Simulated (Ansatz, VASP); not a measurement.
**CoO in VASP and in Ansatz**

File INCAR:

```
SYSTEM = CoO
PREC     = Accurate       ! precision mode
ENCUT    = 520            ! plane-wave cutoff, eV
EDIFF    = 1E-6           ! SCF threshold, eV
ISMEAR   = 0              ! smearing method
SIGMA    = 0.05           ! smearing width, eV
LREAL    = .FALSE.        ! projectors in reciprocal space
LASPH    = .TRUE.         ! aspherical terms in the spheres
NELM     = 150            ! most SCF steps
ALGO     = Normal         ! electronic algorithm
ISIF     = 2              ! what is computed and relaxed
LWAVE    = .FALSE.        ! write WAVECAR
LCHARG   = .FALSE.        ! write CHGCAR
ISPIN    = 2              ! spin polarisation
MAGMOM   = 1.48 2.68 0 0  ! initial moments
LORBIT   = 11             ! projections on sites
LMAXMIX  = 4              ! l up to which the mixer works
LDAU     = .TRUE.         ! DFT+U
LDAUTYPE = 2            
LDAUL    = 2 -1           ! shell
LDAUU    = 3.3 0          ! U, eV
LDAUJ    = 0 0          
LDAUPRINT= 1            
GGA      = PE             ! functional
NBANDS   = 27             ! bands
```

KPOINTS

```
regular mesh
0
G
  6 6 4
  0 0 0
```

File POSCAR:

```
CoO
1.0
    2.9716444736      0.0000000000      0.0000000000
   -1.4858222368      2.5735196052      0.0000000000
    0.0000000000      0.0000000000      5.0171135671
Co O
2 2
Direct
    0.0000000000      0.0000000000      0.0000000000
    0.0000000000      0.0000000000      0.5000000000
    0.3333333333      0.6666666667      0.2454700019
    0.6666666667      0.3333333333      0.7545299981
```

Input for Ansatz:

```yaml
crystal:
  lattice:
    - [2.9716444736, 0.0, 0.0]
    - [-1.4858222368, 2.5735196052, 0.0]
    - [0.0, 0.0, 5.0171135671]
  atoms:
    - { symbol: Co, position: [0.0, 0.0, 0.0], spin: 1.48 }
    - { symbol: Co, position: [0.0, 0.0, 0.5], spin: 2.68 }
    - { symbol: O, position: [0.3333333333, 0.6666666667, 0.2454700019] }
    - { symbol: O, position: [0.6666666667, 0.3333333333, 0.7545299981] }
basis:
  ecutwfc: 420
  ecutrho_ratio: 4
kpoints:
  mp_grid: { grid: [6, 6, 4] }
hamiltonian:
  xc: pbe
  hubbard: { sites: [{ species: Co, l: d, u_eff: 3.3 }] }
scf:
  occupations: { method: gaussian, width: 0.05 }
  lower_state_search: "off"
output:
  forces: true
  stress: true
  eigenvalues: true
  populations: true
  hubbard: { sites: [{ species: Co, l: d }] }
magnetization:
  spin_polarized: true
```

Alike in both runs: task single point; functional PBE; k mesh 6 × 6 × 4; occupations gaussian, width 0.05 eV; collinear spin; Hubbard terms Co d U = 3.3 eV.

|  | VASP | Ansatz |
| --- | --- | --- |
| version | VASP 6.6.1 | Ansatz 0.2.0 |
| potentials or method | VASP PAW PBE potentials, release 64 (Co, O), cutoff 520 eV | scalar-relativistic, plane waves, PAW |
| valence electrons in the cell | 30 | 46 |

|  | VASP | Ansatz | Ansatz less VASP |
| --- | --- | --- | --- |
| gap on the k mesh at the Fermi level (eV) | none | none | - |
| pressure (GPa) | 8.3 | 12.4 | +4.10 |
| traceless stress, the component that is largest in VASP (GPa) | 10.10 | 10.94 | +0.837 |
| rms of the force components (eV/Å) | 0.147 | 0.151 | +0.0039 |
| net moment per atom (μB) | 1.50 | 1.50 | 0.000 |
| size of the moment on the site where the two differ most (μB) | 2.70 | 2.56 | -0.148 |

Site moments also hang on the region over which each program counts them. The programs project onto different local orbitals, so the same U acts differently, and such runs can settle in different states. Atom by atom the forces differ by 0.004 eV/Å (rms over components). A gap of «none» marks a metal or a gap that the smearing closes. VASP's potentials hold 30 valence electrons a cell and Ansatz's 46, so a difference there can come from the potentials and not from the codes. Ansatz's warnings: filled band counts differ across k points.

The k mesh is coarse, so the values compare programs but aren't converged.
